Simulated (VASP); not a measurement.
# Mg3Co (Fm-3m) in VASP: a series of runs

Mg3Co is run at these levels: PBE; tasks: single point.

Program: VASP 6.6.1. These are calculated values, not measurements. Logs are shortened: lines on timing, memory, paths and dates and some standing lists are left out, and cuts for length are marked.

### 1 The cell of the first run

It takes space group Fm-3m (No. 225, cubic). Conventional cell: a = 6.375 Å, b = 6.375 Å, c = 6.375 Å, α = 90.00°, β = 90.00°, γ = 90.00°. Co (site symmetry m-3m) has 14 Mg at 2.76 to 3.19 Å within 3.6 Å. Mg (site symmetry -43m) has 10 Mg at 2.76 to 3.19 Å and 4 Co at 2.76 Å within 3.6 Å. Within 3.6 Å of Mg (site symmetry m-3m) lie 8 Mg at 2.76 Å and 6 Co at 3.19 Å.

### 2 Single point, PBE, collinear spin, ferromagnetic start

The input, INCAR:

```
SYSTEM = Mg3Co
PREC = Accurate
ENCUT = 520
EDIFF = 1E-7
ISMEAR = -1
SIGMA = 0.05
LREAL = .False.
LASPH = .True.
NELM = 150
ALGO = Normal
ISIF = 2
LWAVE = .False.
LCHARG = .False.
ISPIN = 2
MAGMOM = 2 0 0 0
LORBIT = 11
LMAXMIX = 4
GGA = PE
NBANDS = 20
```

The input, KPOINTS:

```
regular mesh
0
Gamma
  7 7 7
  0 0 0
```

The input, POSCAR:

```
Mg3Co
1.0
    0.0000000000      3.1877475641      3.1877475641
    3.1877475641      0.0000000000      3.1877475641
    3.1877475641      3.1877475641      0.0000000000
Co Mg
1 3
Direct
    0.0000000000      0.0000000000      0.0000000000
    0.7500000000      0.7500000000      0.7500000000
    0.5000000000      0.5000000000      0.5000000000
    0.2500000000      0.2500000000      0.2500000000
```

Potentials or basis: VASP PAW PBE potentials, release 64 (Co, Mg).

On the command line:

```console
> cat potpaw_PBE.64/Co/POTCAR potpaw_PBE.64/Mg/POTCAR > POTCAR
> mpirun -np 1 vasp_std > vasp.out
```

OUTCAR:

```text
SYSTEM = Mg3Co
   PREC = Accurate
   ENCUT = 520
   EDIFF = 1E-7
   ISMEAR = -1
   LREAL = .False.
   LASPH = .True.
   NELM = 150
   ISIF = 2
   ISPIN = 2
   LORBIT = 11
   GGA = PE

 ion  position               nearest neighbor table
   1  0.000  0.000  0.000-   2 2.76   2 2.76   4 2.76   4 2.76   4 2.76   4 2.76   2 2.76   2 2.76
                             3 3.19   3 3.19   3 3.19   3 3.19   3 3.19   3 3.19
   2  0.750  0.750  0.750-   3 2.76   3 2.76   1 2.76   1 2.76   3 2.76   1 2.76   3 2.76   1 2.76
                             4 3.19   4 3.19   4 3.19   4 3.19   4 3.19   4 3.19
   3  0.500  0.500  0.500-   4 2.76   4 2.76   2 2.76   2 2.76   4 2.76   2 2.76   4 2.76   2 2.76
                             1 3.19   1 3.19   1 3.19   1 3.19   1 3.19   1 3.19
   4  0.250  0.250  0.250-   1 2.76   1 2.76   3 2.76   3 2.76   3 2.76   3 2.76   1 2.76   1 2.76
                             2 3.19   2 3.19   2 3.19   2 3.19   2 3.19   2 3.19

  LATTYP: Found a face centered cubic cell.
 ALAT       =     6.3754951282

  Lattice vectors:

 A1 = (   0.0000000000,   3.1877475641,   3.1877475641)
 A2 = (   3.1877475641,   0.0000000000,   3.1877475641)
 A3 = (   3.1877475641,   3.1877475641,   0.0000000000)

Analysis of symmetry for initial positions (statically):
=====================================================================
 Subroutine PRICEL returns:
 Original cell was already a primitive cell.

 Routine SETGRP: Setting up the symmetry group for a
 face centered cubic supercell.

 Subroutine GETGRP returns: Found 48 space group operations
 (whereof 48 operations were pure point group operations)
 out of a pool of 48 trial point group operations.

The static configuration has the point symmetry O_h .

Analysis of symmetry for dynamics (positions and initial velocities):
=====================================================================
 Subroutine PRICEL returns:
 Original cell was already a primitive cell.

 Routine SETGRP: Setting up the symmetry group for a
 face centered cubic supercell.

 Subroutine GETGRP returns: Found 48 space group operations
 (whereof 48 operations were pure point group operations)
 out of a pool of 48 trial point group operations.

The dynamic configuration has the point symmetry O_h .

Analysis of structural, dynamic, and magnetic symmetry:
=====================================================================
 Subroutine PRICEL returns:
 Original cell was already a primitive cell.

 Routine SETGRP: Setting up the symmetry group for a
 face centered cubic supercell.

 Subroutine GETGRP returns: Found 48 space group operations
 (whereof 48 operations were pure point group operations)
 out of a pool of 48 trial point group operations.

The overall configuration has the point symmetry O_h .
[... 133 lines left out ...]
 NGX is ok and might be reduce to    36
   NGX = 17   NGY = 17   NGZ = 17

 number of electron      15.0000002 magnetization       0.4337147

 Free energy of the ion-electron system (eV)
  ---------------------------------------------------
  ext. energy  EPLUGINS =         0.00000000
  ---------------------------------------------------
  free energy    TOTEN  =       -10.84712918 eV

  energy without entropy =      -10.82552565  energy(sigma->0) =      -10.83632741

 E-fermi :   4.5724     XC(G=0): -10.0011

 val. band max:        4.5709243636   @ k =  -0.4286   0.2857   0.1429
 cond. band min:       4.5766419230   @ k =   0.2857   0.1429   0.0000
 fundamental gap:      0.0057175594
 Fermi energy:         4.5724337388

 spin component 1

 k-point     1 :       0.0000    0.0000    0.0000
  band No.  band energies     occupation
      1      -3.1339      1.00000
      2       3.1646      1.00000
      3       3.1646      1.00000
      4       3.1646      1.00000
      5       3.5132      1.00000
      6       3.5132      1.00000
[... 416 lines left out ...]
      5       3.5383      1.00000
      6       3.7001      1.00000
[... 11 lines left out ...]
     18      16.1109      0.00000
     19      17.7399      0.00000
 Fermi energy:         4.5724337388

 spin component 2

 k-point     1 :       0.0000    0.0000    0.0000
  band No.  band energies     occupation
      1      -3.1324      1.00000
      2       3.4447      1.00000
      3       3.4447      1.00000
      4       3.4447      1.00000
      5       3.9534      1.00000
      6       3.9534      1.00000
[... 416 lines left out ...]
      5       3.9015      1.00000
      6       4.0474      0.99997
[... 11 lines left out ...]
     18      16.0993      0.00000
     19      17.7385      0.00000
 [bands above 19 left out]

------------------------ aborting loop because EDIFF is reached ----------------------------------------

  FORCE on cell =-STRESS in cart. coord.  units (eV):
  Direction    XX          YY          ZZ          XY          YZ          ZX
  --------------------------------------------------------------------------------------
  -------------------------------------------------------------------------------------
  Total        1.8052334      1.8052334      1.8052334      0.0000000      0.0000000      0.0000000
  in kB       44.6439048     44.6439048     44.6439048      0.0000000      0.0000000      0.0000000
  external PRESSURE =      44.6439048 kB  Pullay stress =       0.0000000 kB

 VOLUME and BASIS-vectors are now :
 -----------------------------------------------------------------------------
  energy-cutoff  :      520.00
  volume of cell :       64.79
      direct lattice vectors                 reciprocal lattice vectors
     0.000000000  3.187747564  3.187747564    -0.156850563  0.156850563  0.156850563
     3.187747564  0.000000000  3.187747564     0.156850563 -0.156850563  0.156850563
     3.187747564  3.187747564  0.000000000     0.156850563  0.156850563 -0.156850563

 POSITION                                       TOTAL-FORCE (eV/Angst)
 -----------------------------------------------------------------------------------
      0.00000      0.00000      0.00000        -0.000000      0.000000     -0.000000
      4.78162      4.78162      4.78162         0.000000      0.000000      0.000000
      3.18775      3.18775      3.18775        -0.000000      0.000000     -0.000000
      1.59387      1.59387      1.59387        -0.000000     -0.000000     -0.000000
 -----------------------------------------------------------------------------------
    total drift:                               -0.000000      0.000000      0.000000

  FREE ENERGIE OF THE ION-ELECTRON SYSTEM (eV)
  ---------------------------------------------------
  free  energy   TOTEN  =       -10.8471291830 eV

  energy  without entropy=      -10.8255256469  energy(sigma->0) =      -10.83632741

 total charge

# of ion       s       p       d       tot
------------------------------------------
    1        0.420   0.259   7.394   8.073
    2        0.217   0.176   0.026   0.419
    3        0.218   0.176   0.022   0.415
    4        0.217   0.176   0.026   0.419
--------------------------------------------------
tot          1.072   0.786   7.467   9.325

 magnetization (x)

# of ion       s       p       d       tot
------------------------------------------
    1        0.004   0.013   0.441   0.459
    2       -0.002  -0.001  -0.000  -0.004
    3       -0.001  -0.002  -0.000  -0.003
    4       -0.002  -0.001  -0.000  -0.004
--------------------------------------------------
tot         -0.000   0.008   0.440   0.448
```

Wall time 59 s (1 thread of Intel Xeon Platinum 8488C (Sapphire Rapids), shared host); peak memory 0.25 GiB.

Results:

```
Free energy                                           : -10.8471 eV
Pressure                                              : 4.5 GPa
Net moment                                            : 0.43 μB per cell
Site moments                                          : Co +0.46; Mg -0.00 μB
Valence electrons inside the program's atomic spheres : Co 8.07; Mg 0.42, 0.41 (each value once)
```

Levels at points of the mesh, in eV from the Fermi level:
Spin up:
```
           k point  band 3  band 4  band 5  band 6  band 7  band 8  band 9  band 10  band 11  band 12
(0.00, 0.00, 0.00)   -1.41   -1.41   -1.06   -1.06    2.26    2.26    2.26     3.85     3.85     3.85
```
Spin down:
```
           k point  band 4  band 5  band 6  band 7  band 8  band 9  band 10  band 11
(0.00, 0.00, 0.00)   -1.13   -0.62   -0.62    2.27    2.27    2.27     3.93     3.93
```

Caveat: the cell stands under pressure.

### 3 Single point, PBE, collinear spin, ferromagnetic start

This run uses another cell than the first one, of 16.54 Å³/atom.

The input, INCAR:

```
SYSTEM = Mg3Co
  ALGO = Normal
  EDIFF = 1E-7
  ENCUT = 520
  GGA = PE
  ISIF = 2
  ISMEAR = -1
  ISPIN = 2
  LASPH = .True.
  LCHARG = .True.
  LELF = .True.
  LMAXMIX = 4
  LORBIT = 11
  LREAL = .False.
  LVHAR = .True.
  LWAVE = .False.
  MAGMOM = 2 0 0 0
  NBANDS = 20
  NELM = 150
  PREC = Accurate
  SIGMA = 0.05
```

The input, KPOINTS:

```
k-points
0
Gamma
  7 7 7
  0 0 0
```

The input, POSCAR:

```
Mg3Co
1.0
    0.0000000000      3.2101972302      3.2101972302
    3.2101972302      0.0000000000      3.2101972302
    3.2101972302      3.2101972302      0.0000000000
Co Mg
1 3
Direct
    0.0000000000      0.0000000000      0.0000000000
    0.7500000000      0.7500000000      0.7500000000
    0.5000000000      0.5000000000      0.5000000000
    0.2500000000      0.2500000000      0.2500000000
```

Potentials or basis: VASP PAW PBE potentials, release 64 (Co, Mg).

On the command line:

```console
> cat potpaw_PBE.64/Co/POTCAR potpaw_PBE.64/Mg/POTCAR > POTCAR
> mpirun -np 1 vasp_std > vasp.out
```

OUTCAR:

```text
SYSTEM = Mg3Co
   EDIFF = 1E-7
   ENCUT = 520
   GGA = PE
   ISIF = 2
   ISMEAR = -1
   ISPIN = 2
   LASPH = .True.
   LORBIT = 11
   LREAL = .False.
   NELM = 150
   PREC = Accurate

 ion  position               nearest neighbor table
   1  0.000  0.000  0.000-   2 2.78   2 2.78   2 2.78   4 2.78   4 2.78   4 2.78   4 2.78   2 2.78
                             3 3.21   3 3.21   3 3.21   3 3.21   3 3.21   3 3.21
   2  0.750  0.750  0.750-   3 2.78   3 2.78   3 2.78   1 2.78   1 2.78   1 2.78   3 2.78   1 2.78
                             4 3.21   4 3.21   4 3.21   4 3.21   4 3.21   4 3.21
   3  0.500  0.500  0.500-   4 2.78   4 2.78   4 2.78   2 2.78   2 2.78   2 2.78   4 2.78   2 2.78
[... 1110 lines left out ...]
     3.210197230  3.210197230  0.000000000     0.155753670  0.155753670 -0.155753670

 POSITION                                       TOTAL-FORCE (eV/Angst)
 -----------------------------------------------------------------------------------
      0.00000      0.00000      0.00000         0.000000      0.000000      0.000000
      4.81530      4.81530      4.81530        -0.000000     -0.000000     -0.000000
      3.21020      3.21020      3.21020         0.000000      0.000000      0.000000
      1.60510      1.60510      1.60510         0.000000      0.000000      0.000000
 -----------------------------------------------------------------------------------
    total drift:                               -0.000000      0.000000      0.000000

  FREE ENERGIE OF THE ION-ELECTRON SYSTEM (eV)
  ---------------------------------------------------
  free  energy   TOTEN  =       -10.8787901948 eV

  energy  without entropy=      -10.8575381586  energy(sigma->0) =      -10.86816418

 total charge

# of ion       s       p       d       tot
------------------------------------------
    1        0.414   0.251   7.386   8.051
    2        0.215   0.171   0.025   0.410
    3        0.216   0.171   0.021   0.407
    4        0.215   0.171   0.025   0.410
--------------------------------------------------
tot          1.059   0.764   7.456   9.278

 magnetization (x)

# of ion       s       p       d       tot
------------------------------------------
    1        0.005   0.013   0.477   0.495
    2       -0.002  -0.002  -0.001  -0.005
    3       -0.001  -0.003  -0.000  -0.004
    4       -0.002  -0.002  -0.001  -0.005
--------------------------------------------------
tot         -0.001   0.007   0.476   0.482
```

OSZICAR:

```text
N       E                     dE             d eps       ncg     rms          rms(c)
DAV:   1     0.468051898430E+02    0.46805E+02   -0.50201E+03  1600   0.613E+02
DAV:   2    -0.969322302877E+01   -0.56498E+02   -0.47250E+02  1680   0.131E+02
DAV:   3    -0.119669887618E+02   -0.22738E+01   -0.21982E+01  1980   0.299E+01
DAV:   4    -0.120011263044E+02   -0.34138E-01   -0.34081E-01  1896   0.307E+00
DAV:   5    -0.120023031848E+02   -0.11769E-02   -0.11768E-02  1976   0.625E-01    0.122E+01
DAV:   6    -0.233872362387E+02   -0.11385E+02   -0.64069E+01  1776   0.905E+01    0.329E+01
DAV:   7    -0.114402339166E+02    0.11947E+02   -0.16062E+01  1964   0.488E+01    0.865E+00
DAV:   8    -0.109109622425E+02    0.52927E+00   -0.13304E+00  2192   0.113E+01    0.252E+00
DAV:   9    -0.108821228841E+02    0.28839E-01   -0.14052E-01  2020   0.261E+00    0.115E+00
DAV:  10    -0.108787289388E+02    0.33939E-02   -0.17011E-02  2300   0.103E+00    0.215E-01
DAV:  11    -0.108794197090E+02   -0.69077E-03   -0.45702E-03  2232   0.641E-01    0.249E-01
DAV:  12    -0.108787948708E+02    0.62484E-03   -0.20122E-03  2132   0.388E-01    0.413E-02
DAV:  13    -0.108787921876E+02    0.26832E-05   -0.44120E-05  1796   0.485E-02    0.273E-02
DAV:  14    -0.108787904866E+02    0.17010E-05   -0.76472E-06  1856   0.214E-02    0.125E-02
DAV:  15    -0.108787902391E+02    0.24742E-06   -0.37244E-06  2392   0.157E-02    0.564E-03
DAV:  16    -0.108787901669E+02    0.72269E-07   -0.12907E-06  2056   0.866E-03    0.642E-04
DAV:  17    -0.108787901948E+02   -0.27871E-07   -0.46214E-08  1024   0.137E-03
   1 F= -.10878790E+02 E0= -.10868164E+02  d E =-.212520E-01  mag=     0.4589
```

stdout:

```text
POSCAR found type information on POSCAR CoMg
 POSCAR found :  2 types and       4 ions
 scaLAPACK will be used
 LDA part: xc-table for (Slater+PW92), standard interpolation
 POSCAR, INCAR and KPOINTS ok, starting setup
 FFT: planning ... GRIDC
 FFT: planning ... GRID_SOFT
 FFT: planning ... GRID
 WAVECAR not read
 entering main loop
```

It took 59 s on 1 thread of Intel Xeon Platinum 8488C (Sapphire Rapids), shared host; peak memory 0.25 GiB.

Results:

```
Free energy                                           : -10.8788 eV
Pressure                                              : 2.9 GPa
Net moment                                            : 0.46 μB per cell
Site moments                                          : Co +0.49; Mg -0.01, -0.00 (each value once) μB
Valence electrons inside the program's atomic spheres : Co 8.05; Mg 0.41
```

### 4 Single point, PBE, collinear spin, ferromagnetic start

This run uses another cell than the first one, of 16.89 Å³/atom.

The input, INCAR:

```
PREC = Accurate
ENCUT = 520
EDIFF = 1E-7
ISMEAR = -1
SIGMA = 0.05
LREAL = False
LASPH = True
NELM = 150
ALGO = Normal
ISIF = 2
LWAVE = False
LCHARG = False
ISPIN = 2
MAGMOM = 2 0 0 0
LORBIT = 11
LMAXMIX = 4
GGA = PE
NBANDS = 20
```

The input, KPOINTS:

```
regular mesh
0
Gamma
  7 7 7
```

The input, POSCAR:

```
Mg3Co
1.0
    0.0000000000      3.2323372211      3.2323372211
    3.2323372211      0.0000000000      3.2323372211
    3.2323372211      3.2323372211      0.0000000000
Co Mg
1 3
Direct
    0.0000000000      0.0000000000      0.0000000000
    0.7500000000      0.7500000000      0.7500000000
    0.5000000000      0.5000000000      0.5000000000
    0.2500000000      0.2500000000      0.2500000000
```

Potentials or basis: VASP PAW PBE potentials, release 64 (Co, Mg).

On the command line:

```console
> cat potpaw_PBE.64/Co/POTCAR potpaw_PBE.64/Mg/POTCAR > POTCAR
> mpirun -np 1 vasp_std > vasp.out
```

OUTCAR:

```text
PREC = Accurate
   ENCUT = 520
   EDIFF = 1E-7
   ISMEAR = -1
   LREAL = False
   LASPH = True
   NELM = 150
   ISIF = 2
   ISPIN = 2
   LORBIT = 11
   GGA = PE

 ion  position               nearest neighbor table
   1  0.000  0.000  0.000-   2 2.80   2 2.80   2 2.80   2 2.80   4 2.80   4 2.80   4 2.80   4 2.80
                             3 3.23   3 3.23   3 3.23   3 3.23   3 3.23   3 3.23
   2  0.750  0.750  0.750-   3 2.80   3 2.80   3 2.80   1 2.80   3 2.80   1 2.80   1 2.80   1 2.80
                             4 3.23   4 3.23   4 3.23   4 3.23   4 3.23   4 3.23
   3  0.500  0.500  0.500-   4 2.80   4 2.80   4 2.80   2 2.80   4 2.80   2 2.80   2 2.80   2 2.80
                             1 3.23   1 3.23   1 3.23   1 3.23   1 3.23   1 3.23
[... 1109 lines left out ...]
     3.232337221  3.232337221  0.000000000     0.154686831  0.154686831 -0.154686831

 POSITION                                       TOTAL-FORCE (eV/Angst)
 -----------------------------------------------------------------------------------
      0.00000      0.00000      0.00000         0.000000      0.000000      0.000000
      4.84851      4.84851      4.84851        -0.000000     -0.000000     -0.000000
      3.23234      3.23234      3.23234         0.000000      0.000000      0.000000
      1.61617      1.61617      1.61617         0.000000      0.000000      0.000000
 -----------------------------------------------------------------------------------
    total drift:                               -0.000000      0.000000      0.000000

  FREE ENERGIE OF THE ION-ELECTRON SYSTEM (eV)
  ---------------------------------------------------
  free  energy   TOTEN  =       -10.8976490986 eV

  energy  without entropy=      -10.8764448510  energy(sigma->0) =      -10.88704697

 total charge

# of ion       s       p       d       tot
------------------------------------------
    1        0.408   0.244   7.378   8.030
    2        0.212   0.166   0.023   0.402
    3        0.214   0.167   0.020   0.400
    4        0.212   0.166   0.023   0.402
--------------------------------------------------
tot          1.047   0.743   7.445   9.234

 magnetization (x)

# of ion       s       p       d       tot
------------------------------------------
    1        0.005   0.013   0.511   0.528
    2       -0.003  -0.002  -0.001  -0.005
    3       -0.001  -0.003  -0.001  -0.004
    4       -0.003  -0.002  -0.001  -0.005
--------------------------------------------------
tot         -0.001   0.005   0.509   0.513
```

stdout:

```text
POSCAR found type information on POSCAR CoMg
 POSCAR found :  2 types and       4 ions
 scaLAPACK will be used
 LDA part: xc-table for (Slater+PW92), standard interpolation
 POSCAR, INCAR and KPOINTS ok, starting setup
 FFT: planning ... GRIDC
 FFT: planning ... GRID_SOFT
 FFT: planning ... GRID
 WAVECAR not read
 entering main loop
```

Run time: 49 s. Hardware: 1 thread of Intel Xeon Platinum 8488C (Sapphire Rapids), shared host; peak memory 0.26 GiB.

Results:

| Property | Result |
| --- | --- |
| Free energy | -10.8976 eV |
| Pressure | 1.5 GPa |
| Net moment | 0.48 μB per cell |
| Site moments | Co +0.53; Mg -0.01, -0.00 (each value once) μB |
| Valence electrons inside the program's atomic spheres | Co 8.03; Mg 0.40 |

### 5 Summary

| cell | gap on the mesh (eV) | pressure (GPa) | moment (μB) |
| --- | --- | --- | --- |
| a = 4.508 Å, angles 60.0°, 4 atoms | none | 4.5 | 0.43 |
| a = 4.540 Å, angles 60.0°, 4 atoms | none | 2.9 | 0.46 |
| a = 4.571 Å, angles 60.0°, 4 atoms | none | 1.5 | 0.48 |

Alike in all rows: task single point; level PBE; potentials or basis VASP PAW PBE potentials, release 64 (Co, Mg); spin collinear, ferromagnetic start; k mesh 7 × 7 × 7; cutoff (eV) 520; smearing fermi-dirac 0.05 eV.

Caveats: the cell stands under pressure (at least some runs).

Absolute energies hang on the potentials; compare differences alone.

The gap in the log of VASP goes by the Fermi energy; the results here count the filled bands.